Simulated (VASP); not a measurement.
# TiAl (P4/mmm) in VASP: notebook

The runs below take TiAl through single point, with LDA.

Program: VASP 6.6.1. These are calculated values, not measurements. Logs are shortened: lines on timing, memory, paths and dates and some standing lists are left out, and cuts for length are marked.

## (1) The cell of the first run

It takes space group P4/mmm (No. 123, tetragonal). Conventional cell: a = 3.185 Å, b = 3.185 Å, c = 3.367 Å, α = 90.00°, β = 90.00°, γ = 90.00°. Within 3.7 Å of Ti (site symmetry 4/mmm) lie 8 Al at 2.81 Å and 6 Ti at 3.18 to 3.37 Å. Al (site symmetry 4/mmm) has 8 Ti at 2.81 Å and 6 Al at 3.18 to 3.37 Å within 3.7 Å.

## (2) Single point, LDA (17.08 Å³/atom)

INCAR

```
SYSTEM = TiAl
PREC = Accurate
ENCUT = 520
EDIFF = 1E-6
ISMEAR = 0
SIGMA = 0.15
LREAL = .FALSE.
LASPH = .TRUE.
NELM = 80
ALGO = Fast
ISIF = 2
LWAVE = .FALSE.
LCHARG = .FALSE.
NBANDS = 14
```

KPOINTS

```
Automatic mesh
0
G
  16 16 16
  0 0 0
```

POSCAR

```
TiAl
1.0
    3.1847683689      0.0000000000      0.0000000000
    0.0000000000      3.1847683689      0.0000000000
    0.0000000000      0.0000000000      3.3669371196
Ti Al
1 1
Direct
    0.0000000000      0.0000000000      0.0000000000
    0.5000000000      0.5000000000      0.5000000000
```

Potentials or basis: VASP PAW LDA potentials, release 64 (Ti_sv, Al).

The run is started by

```bash
cat potpaw_LDA.64/Ti_sv/POTCAR potpaw_LDA.64/Al/POTCAR > POTCAR
mpirun -np 1 vasp_std > vasp.out
```

OUTCAR:

```text
SYSTEM = TiAl
   PREC = Accurate
   ENCUT = 520
   EDIFF = 1E-6
   ISMEAR = 0
   LREAL = .FALSE.
   LASPH = .TRUE.
   NELM = 80
   ISIF = 2

 ion  position               nearest neighbor table
   1  0.000  0.000  0.000-   2 2.81   2 2.81   2 2.81   2 2.81   2 2.81   2 2.81   2 2.81   2 2.81

   2  0.500  0.500  0.500-   1 2.81   1 2.81   1 2.81   1 2.81   1 2.81   1 2.81   1 2.81   1 2.81

  LATTYP: Found a simple tetragonal cell.
 ALAT       =     3.1847683689
 C/A-ratio  =     1.0572000000

  Lattice vectors:

 A1 = (   3.1847683689,   0.0000000000,   0.0000000000)
 A2 = (   0.0000000000,   3.1847683689,   0.0000000000)
 A3 = (   0.0000000000,   0.0000000000,   3.3669371196)

Analysis of symmetry for initial positions (statically):
=====================================================================
 Subroutine PRICEL returns:
 Original cell was already a primitive cell.

 Routine SETGRP: Setting up the symmetry group for a
 simple tetragonal supercell.

 Subroutine GETGRP returns: Found 16 space group operations
 (whereof 16 operations were pure point group operations)
 out of a pool of 16 trial point group operations.

The static configuration has the point symmetry D_4h.

Analysis of symmetry for dynamics (positions and initial velocities):
=====================================================================
 Subroutine PRICEL returns:
 Original cell was already a primitive cell.

 Routine SETGRP: Setting up the symmetry group for a
 simple tetragonal supercell.

 Subroutine GETGRP returns: Found 16 space group operations
 (whereof 16 operations were pure point group operations)
 out of a pool of 16 trial point group operations.

The dynamic configuration has the point symmetry D_4h.

 Subroutine INISYM returns: Found 16 space group operations
 (whereof 16 operations are pure point group operations),
 and found     1 'primitive' translations

----------------------------------------------------------------------------------------

                                     Primitive cell

  volume of cell :      34.1500

  direct lattice vectors                    reciprocal lattice vectors
     3.184768369  0.000000000  0.000000000     0.313994578  0.000000000  0.000000000
     0.000000000  3.184768369  0.000000000     0.000000000  0.313994578  0.000000000
     0.000000000  0.000000000  3.366937120     0.000000000  0.000000000  0.297005844

  length of vectors
     3.184768369  3.184768369  3.366937120     0.313994578  0.313994578  0.297005844

  position of ions in fractional coordinates (direct lattice)
     0.000000000  0.000000000  0.000000000
     0.500000000  0.500000000  0.500000000

  ion indices of the primitive-cell ions
   primitive index   ion index
                 1           1
                 2           2

----------------------------------------------------------------------------------------

 KPOINTS: Automatic mesh

Automatic generation of k-mesh.
 Grid dimensions read from file:
 generate k-points for:   16   16   16

 Generating k-lattice:

  Cartesian coordinates                     Fractional coordinates (reciprocal lattice)
     0.019624661  0.000000000  0.000000000     0.062500000  0.000000000  0.000000000
     0.000000000  0.019624661  0.000000000     0.000000000  0.062500000  0.000000000
     0.000000000  0.000000000  0.018562865     0.000000000  0.000000000  0.062500000

  Length of vectors
     0.019624661  0.019624661  0.018562865

  Shift w.r.t. Gamma in fractional coordinates (k-lattice)
     0.000000000  0.000000000  0.000000000

 Subroutine IBZKPT returns following result:
 ===========================================

 Found    405 irreducible k-points:

 Following reciprocal coordinates:
            Coordinates               Weight
  0.000000  0.000000  0.000000      1.000000
  0.062500  0.000000  0.000000      4.000000
  0.125000  0.000000  0.000000      4.000000
  0.187500  0.000000  0.000000      4.000000
  0.250000  0.000000  0.000000      4.000000
  0.312500  0.000000  0.000000      4.000000
[... 16 lines left out ...]
  0.437500  0.125000  0.000000      8.000000
  0.500000  0.125000  0.000000      4.000000
 [... further k-points ...]
   k-points           NKPTS =    405   k-points in BZ     NKDIM =    405   number of bands    NBANDS=     14
   number of dos      NEDOS =    301   number of ions     NIONS =      2
   total plane-waves  NPLWV =  16128
   dimension x,y,z NGX =    24 NGY =   24 NGZ =   28
   dimension x,y,z NGXF=    48 NGYF=   48 NGZF=   56
   ions per type =               1   1
   NGX,Y,Z   is equivalent  to a cutoff of  12.53, 12.53, 13.83 a.u.
   NGXF,Y,Z  is equivalent  to a cutoff of  25.06, 25.06, 27.65 a.u.
 SYSTEM =  TiAl
   PREC   = accura    normal or accurate (medium, high low for compatibility)
   ISTART =      0    job   : 0-new  1-cont  2-samecut
   ICHARG =      2    charge: 1-file 2-atom 10-const
   ISPIN  =      1    spin polarized calculation?
   LNONCOLLINEAR =      F non collinear calculations
   LSORBIT =      F    spin-orbit coupling
   LASPH  =      T    aspherical Exc in radial PAW
   ENCUT  =  520.0 eV  38.22 Ry    6.18 a.u.   5.92  5.92  6.26*2*pi/ulx,y,z
   NELM   =     80;   NELMIN=  2; NELMDL= -5     # of ELM steps
   EDIFF  = 0.1E-05   stopping-criterion for ELM
   LREAL  =      F    real-space projection
   EDIFFG = 0.1E-04   stopping-criterion for IOM
   NSW    =      0    number of steps for IOM
   IBRION =     -1    ionic relax: 0-MD 1-quasi-New 2-CG
   NFREE  =      0    steps in history (QN), initial steepest desc. (CG)
   ISIF   =      2    stress and relaxation
   ISYM   =      2    0-nonsym 1-usesym 2-fastsym
   POTIM  = 0.5000    time-step for ionic-motion
   TEBEG  =    0.0;   TEEND  =   0.0 temperature during run
   PSTRESS=    0.0 pullay stress
   NELECT =      15.0000    total number of electrons
   NUPDOWN=      -1.0000    fix difference up-down
   EMIN   =  10.00;   EMAX   =-10.00  energy-range for DOS
   EFERMI =   0.00;   METHOD = LEGACY
   ISMEAR =     0;   SIGMA  =   0.15  broadening in eV -4-tet -1-fermi 0-gaus
   EFERMI_NEDOS =   21; number of points for ismear=-14 and -15
   IALGO  =     68    algorithm
   IMIX   =      4    mixing-type and parameters
     AMIX     =   0.40;   BMIX     =  1.00
     AMIX_MAG =   1.60;   BMIX_MAG =  1.00
  volume/ion in A,a.u.               =      17.08       115.23
  Fermi-wavevector in a.u.,A,eV,Ry     =   1.244443  2.351656 21.070505  1.548638
  Thomas-Fermi vector in A             =   2.378709
   LORBIT       =      0    0 simple, 1 ext, 2 COOP (PROOUT), +10 PAW based schemes
   GGA     = CA    functional components
   LHFCALC =     F    Hartree Fock is set to
   AEXX    =    0.0000 exact exchange contribution
   IVDW    =     0    specifies the selected vdW correction
   LEPSILON=     F    determine dielectric tensor
   LRPA    =     F    only Hartree local field effects (RPA)
 non-spin polarized calculation
 RMM-DIIS sequential band-by-band and
 Gauss-broadening in eV      SIGMA  =   0.15
  energy-cutoff  :      520.00
  volume of cell :       34.15
 maximum number of plane-waves:       952
 NGX is ok and might be reduce to    24
   NGX = 11   NGY = 11   NGZ = 13

 number of electron      14.9999999 magnetization

 Free energy of the ion-electron system (eV)
  ---------------------------------------------------
  ext. energy  EPLUGINS =         0.00000000
  ---------------------------------------------------
  free energy    TOTEN  =       -13.19178288 eV

  energy without entropy =      -13.15922953  energy(sigma->0) =      -13.17550621

 E-fermi :   7.8646     XC(G=0): -11.0508

 val. band max:        7.8642737200   @ k =   0.3125   0.0000   0.1250
 cond. band min:       7.8652817868   @ k =   0.3125   0.1875   0.3750
 fundamental gap:      0.0010080668
 Fermi energy:         7.8645841408

 k-point     1 :       0.0000    0.0000    0.0000
  band No.  band energies     occupation
      1     -48.4144      2.00000
      2     -25.0418      2.00000
      3     -24.9811      2.00000
      4     -24.9811      2.00000
      5      -1.0344      2.00000
      6       6.5433      2.00000
      7       6.6727      2.00000
      8       9.4436      0.00000
      9       9.4436      0.00000
     10       9.6748      0.00000
     11      11.1148      0.00000
     12      12.5217      0.00000
     13      12.5217      0.00000
     14      16.4721      0.00000

 k-point     2 :       0.0625    0.0000    0.0000
  band No.  band energies     occupation
      1     -48.4139      2.00000
      2     -25.0413      2.00000
      3     -24.9875      2.00000
      4     -24.9805      2.00000
      5      -0.9730      2.00000
      6       6.5580      2.00000
      7       6.6655      2.00000
      8       9.2889      0.00000
      9       9.4514      0.00000
     10       9.5825      0.00000
     11      11.3126      0.00000
     12      12.1968      0.00000
     13      12.6568      0.00000
     14      16.2926      0.00000

 k-point     3 :       0.1250    0.0000    0.0000
  band No.  band energies     occupation
      1     -48.4122      2.00000
      2     -25.0395      2.00000
      3     -25.0057      2.00000
      4     -24.9789      2.00000
      5      -0.7900      2.00000
      6       6.5181      2.00000
      7       6.6955      2.00000
      8       8.9566      0.00000
      9       9.3520      0.00000
     10       9.4738      0.00000
     11      11.5267      0.00000
     12      11.7762      0.00000
     13      13.0175      0.00000
     14      16.0868      0.00000
[... 324 lines left out ...]
 k-point    23 :       0.4375    0.1250    0.0000
  band No.  band energies     occupation
      1     -48.3979      2.00000
      2     -25.1381      2.00000
      3     -25.0243      2.00000
      4     -24.9904      2.00000
      5       1.8782      2.00000
      6       3.7249      2.00000
      7       7.4574      1.99988
      8       7.7385      1.76540
      9       7.9679      0.32980
     10       9.3857      0.00000
     11      10.7639      0.00000
     12      14.1934      0.00000
     13      15.4802      0.00000
     14      15.5612      0.00000

 k-point    24 :       0.5000    0.1250    0.0000
  band No.  band energies     occupation
      1     -48.3974      2.00000
      2     -25.1443      2.00000
      3     -25.0237      2.00000
      4     -24.9898      2.00000
      5       2.3025      2.00000
      6       3.2497      2.00000
      7       7.5458      1.99735
      8       7.6976      1.88457
      9       7.8850      0.84711
     10       9.3970      0.00000
     11      10.8072      0.00000
     12      14.2714      0.00000
     13      15.9114      0.00000
     14      16.1669      0.00000

 [... further k-points ...]

------------------------ aborting loop because EDIFF is reached ----------------------------------------

  FORCE on cell =-STRESS in cart. coord.  units (eV):
  Direction    XX          YY          ZZ          XY          YZ          ZX
  --------------------------------------------------------------------------------------
  -------------------------------------------------------------------------------------
  Total       -2.6780860     -2.6780860     -1.7418748      0.0000000      0.0000000      0.0000000
  in kB     -125.6447613   -125.6447613    -81.7215886      0.0000000      0.0000000      0.0000000
  external PRESSURE =    -111.0037037 kB  Pullay stress =       0.0000000 kB

 VOLUME and BASIS-vectors are now :
 -----------------------------------------------------------------------------
  energy-cutoff  :      520.00
  volume of cell :       34.15
      direct lattice vectors                 reciprocal lattice vectors
     3.184768369  0.000000000  0.000000000     0.313994578  0.000000000  0.000000000
     0.000000000  3.184768369  0.000000000     0.000000000  0.313994578  0.000000000
     0.000000000  0.000000000  3.366937120     0.000000000  0.000000000  0.297005844

 POSITION                                       TOTAL-FORCE (eV/Angst)
 -----------------------------------------------------------------------------------
      0.00000      0.00000      0.00000         0.000000      0.000000      0.000000
      1.59238      1.59238      1.68347         0.000000      0.000000      0.000000
 -----------------------------------------------------------------------------------
    total drift:                                0.000000      0.000000      0.000000

  FREE ENERGIE OF THE ION-ELECTRON SYSTEM (eV)
  ---------------------------------------------------
  free  energy   TOTEN  =       -13.1917828842 eV

  energy  without entropy=      -13.1592295341  energy(sigma->0) =      -13.17550621
```

Wall time 6.6 min (1 thread of Intel Xeon 8259CL, shared host); peak memory 0.3 GiB.

What came out:

```
Free energy            : -13.1918 eV
Pressure               : -11.1 GPa
Band gap on the k mesh : zero (an odd number of electrons rules out a gap without spin polarisation)
```

Caveat: the cell stands under tension.

## (3) Single point, LDA (17.07 Å³/atom)

INCAR

```
PREC     = Accurate       # precision mode
ENCUT    = 520            # plane-wave cutoff, eV
EDIFF    = 1E-6           # SCF threshold, eV
ISMEAR   = 0              # smearing method
SIGMA    = 0.15           # smearing width, eV
LREAL    = F              # projectors in reciprocal space
LASPH    = T              # aspherical terms in the spheres
NELM     = 60             # most SCF steps
ALGO     = Fast           # electronic algorithm
ISIF     = 2              # what is computed and relaxed
LWAVE    = F              # write WAVECAR
LCHARG   = T              # write CHGCAR
GGA      = CA             # functional
LELF     = T              # ELF
LVHAR    = T            
NBANDS   = 14             # bands
```

KPOINTS

```
regular mesh
0
Gamma
  16 16 16
```

POSCAR

```
TiAl
1.0
    3.3050788691      0.0000000000      0.0000000000
    0.0000000000      3.3050788691      0.0000000000
    0.0000000000      0.0000000000      3.1262741023
Ti Al
1 1
Direct
    0.0000000000      0.0000000000      0.0000000000
    0.5000000000      0.5000000000      0.5000000000
```

Potentials or basis: VASP PAW LDA potentials, release 64 (Ti_sv, Al).

The run is started by

```bash
cat potpaw_LDA.64/Ti_sv/POTCAR potpaw_LDA.64/Al/POTCAR > POTCAR
mpirun -np 1 vasp_std > vasp.out
```

Wall time 9.3 min (1 thread of Intel Xeon 8259CL, shared host); peak memory 0.31 GiB.

Results (log left out):

```
Free energy            : -13.1848 eV
Pressure               : -11.0 GPa
Band gap on the k mesh : zero (an odd number of electrons rules out a gap without spin polarisation)
```

Stress tensor (GPa, compression positive):
```
-10.33   0.00   0.00
  0.00 -10.33   0.00
  0.00   0.00 -12.47
```

Levels at points of the mesh, in eV from the Fermi level:
| k point | band 5 | band 6 | band 7 | band 8 | band 9 | band 10 | band 11 | band 12 |
| --- | --- | --- | --- | --- | --- | --- | --- | --- |
| (0.00, 0.00, 0.00) | -8.90 | -1.32 | -1.21 | 1.48 | 1.74 | 1.74 | 3.69 | 3.69 |
| (0.50, 0.00, 0.00) | -6.02 | -4.96 | -0.51 | -0.09 | 0.51 | 1.90 | 2.57 | 6.53 |
| (0.50, 0.50, 0.00) | -5.06 | -2.13 | -2.13 | -1.44 | 0.92 | 0.92 | 2.39 | 4.00 |
| (0.00, 0.00, 0.50) | -5.51 | -4.82 | -0.37 | -0.05 | -0.05 | 1.72 | 3.15 | 6.58 |
| (0.50, 0.00, 0.50) | -4.69 | -2.02 | -1.72 | -1.29 | 0.47 | 0.59 | 2.58 | 4.31 |
| (0.50, 0.50, 0.50) | -2.87 | -2.85 | -2.85 | 0.28 | 2.48 | 2.72 | 2.81 | 2.81 |

Caveat: the cell stands under tension.
